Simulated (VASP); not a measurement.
A run of VASP 6.6.1:

File INCAR:

```
ALGO     = Normal         # electronic algorithm
EDIFF    = 1E-6           # SCF threshold, eV
ENCUT    = 520            # plane-wave cutoff, eV
GGA      = PE             # functional
ISIF     = 2              # what is computed and relaxed
ISMEAR   = -1             # smearing method
LASPH    = True           # aspherical terms in the spheres
LCHARG   = False          # write CHGCAR
LREAL    = False          # projectors in reciprocal space
LWAVE    = False          # write WAVECAR
NBANDS   = 10             # bands
NELM     = 100            # most SCF steps
PREC     = Accurate       # precision mode
SIGMA    = 0.1            # smearing width, eV
```

Contents of KPOINTS:

```
k-points
0
Gamma
  26 26 26
```

POSCAR

```
Fe
1.0
    0.0000000000      1.6535516626      1.6535516626
    1.6535516626      0.0000000000      1.6535516626
    1.6535516626      1.6535516626      0.0000000000
Fe
1
Direct
    0.0000000000      0.0000000000      0.0000000000
```

Potentials or basis: VASP PAW PBE potentials, release 64 (Fe).

Command:

```sh
$ cat potpaw_PBE.64/Fe/POTCAR > POTCAR
$ mpirun -np 1 vasp_std > vasp.out
```

Hardware: 1 thread of Intel(R) Xeon(R) Platinum 8259CL CPU @ 2.50GHz (Skylake/Cascade Lake) (shared host).

Question: How long does it take, and how much memory?

Answer: Run time: 46 s on 1 thread of Intel(R) Xeon(R) Platinum 8259CL CPU @ 2.50GHz (Skylake/Cascade Lake) (shared host), peak memory 0.16 GiB. Counts: scf iterations 12, k points 511.
